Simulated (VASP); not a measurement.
# CsMgBiO3: single point with r2SCAN

Crystal: CsMgBiO3.

```xyz
6
Lattice="3.1825 1.8374 4.0042 -3.1825 1.8374 4.0042 0.0000 -3.6748 4.0042" Properties=species:S:1:pos:R:3 pbc="T T T"
Bi    0.0000    0.0000    6.8671
Cs    0.0000    0.0000   10.7352
Mg    0.0000    0.0000    3.8073
O     1.5428    0.8907    7.8784
O     0.0000   -1.7815    7.8784
O    -1.5428    0.8907    7.8784
```

| Item | Value |
| --- | --- |
| Program | VASP 6.6.1 |
| Task | single point |
| Functional | r2SCAN |
| Potentials or basis | VASP PAW PBE potentials, release 64 (Bi_d, Cs_sv, Mg, O) |
| Cutoff | 520 eV |
| k mesh | 6 × 6 × 6 |
| Occupations | fermi-dirac, width 0.05 eV |
| Spin | no spin polarisation |
| Dipole correction | no |
| Further INCAR settings | ALGO = Normal; EDIFF = 1e-06; NBANDS = 31 |

```yaml
Pressure: 0.2 GPa
Largest_force: 0.180 eV/Å
Band_gap_on_the_k_mesh: 3.36 eV (least direct gap 3.49 eV)
```

Forces on the atoms (eV/Å):
```
Bi   0.000  0.000 -0.180
Cs   0.000  0.000  0.004
Mg   0.000  0.000  0.018
O    0.104  0.060  0.053
O    0.000 -0.120  0.053
O   -0.104  0.060  0.053
```

Stress tensor (GPa, compression positive):
```
0.21 0.00 0.00
0.00 0.21 0.00
0.00 0.00 0.12
```

Levels at points of the mesh, in eV from the valence-band top:
| k point | band 18 | band 19 | band 20 | band 21 | band 22 | band 23 | band 24 | band 25 | band 26 | band 27 |
| --- | --- | --- | --- | --- | --- | --- | --- | --- | --- | --- |
| (0.00, 0.00, 0.00) | -1.75 | -1.59 | -1.28 | -1.28 | -0.84 | 3.82 | 5.26 | 5.26 | 6.20 | 6.67 |
| (0.50, 0.00, 0.00) | -1.75 | -1.64 | -1.37 | -1.15 | -0.87 | 3.77 | 5.25 | 5.62 | 5.95 | 6.71 |
| (0.50, 0.50, 0.00) | -1.76 | -1.55 | -1.36 | -1.08 | -0.37 | 3.63 | 4.37 | 4.91 | 6.00 | 7.08 |
| (0.50, 0.50, 0.50) | -1.55 | -1.26 | -1.26 | -0.79 | 0.00 | 3.53 | 3.53 | 3.54 | 4.82 | 8.28 |

It took 9 min on 1 thread of Oxide Virtual Turin-like Processor (shared host), peak memory 0.32 GiB.

Caveat: the PAW data sets were made with another functional, which shifts forces and pressure a little; spin-orbit coupling is left out, which moves the levels of the heavy elements. A k mesh can miss the band edges.
